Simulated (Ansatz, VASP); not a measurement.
**PbS: VASP beside Ansatz**

File INCAR:

```
SYSTEM = PbS
ALGO = Normal ; EDIFF = 1E-6
ENCUT = 520 ; GGA = PE
ISIF = 2 ; ISMEAR = 0
LASPH = .True. ; LCHARG = .False.
LREAL = .False. ; LWAVE = .False.
NBANDS = 28 ; NELM = 60
PREC = Accurate ; SIGMA = 0.05
```

KPOINTS

```
k-points
0
Gamma
  8 8 4
  0 0 0
```

File POSCAR:

```
PbS
1.0
    2.0569418400     -3.5658292650      0.0000000000
    2.0569418400      3.5658292650      0.0000000000
    0.0000000000      0.0000000000      7.5599447400
Pb S
2 2
Direct
    0.0010316600      0.9989683400      0.4867318100
    0.9989683400      0.0010316600      0.9867318100
    0.6671454800      0.3328545200      0.6924681900
    0.3328545200      0.6671454800      0.1924681900
```

Input for Ansatz:

```yaml
crystal:
  lattice:
    - [2.05694184, -3.565829265, 0.0]
    - [2.05694184, 3.565829265, 0.0]
    - [0.0, 0.0, 7.55994474]
  atoms:
    - { symbol: Pb, position: [0.00103166, 0.99896834, 0.48673181] }
    - { symbol: Pb, position: [0.99896834, 0.00103166, 0.98673181] }
    - { symbol: S, position: [0.66714548, 0.33285452, 0.69246819] }
    - { symbol: S, position: [0.33285452, 0.66714548, 0.19246819] }
basis:
  ecutwfc: 420
  fft_grid_basis: typed
kpoints:
  mp_grid: { grid: [8, 8, 4] }
hamiltonian:
  xc: pbe
scf:
  occupations: { method: gaussian, width: 0.05 }
output:
  forces: true
  stress: true
  eigenvalues: true
  bader: true
  write_density: true
  volumetric_format: npy
  elf: true
```

Alike in both runs: task single point; functional PBE; k mesh 8 × 8 × 4; occupations gaussian, width 0.05 eV; no spin polarisation.

|  | VASP | Ansatz |
| --- | --- | --- |
| version | VASP 6.6.1 | Ansatz 0.2.0 |
| potentials or method | VASP PAW PBE potentials, release 64 (Pb_d, S), cutoff 520 eV | scalar-relativistic, plane waves, PAW |
| valence electrons in the cell | 40 | 40 |

```csv
,VASP,Ansatz,Ansatz less VASP
gap on the k mesh at the Fermi level (eV),0.61,0.61,-0.003
pressure (GPa),0.9,1.0,+0.07
"traceless stress, the component that is largest in VASP (GPa)",-0.06,-0.06,+0.003
rms of the force components (eV/Å),0.036,0.035,-0.0017
```

Atom by atom the forces differ by 0.002 eV/Å (rms over components). With one functional, cell and mesh, what is left measures potentials, basis and numerics.

Spin-orbit coupling is off throughout.
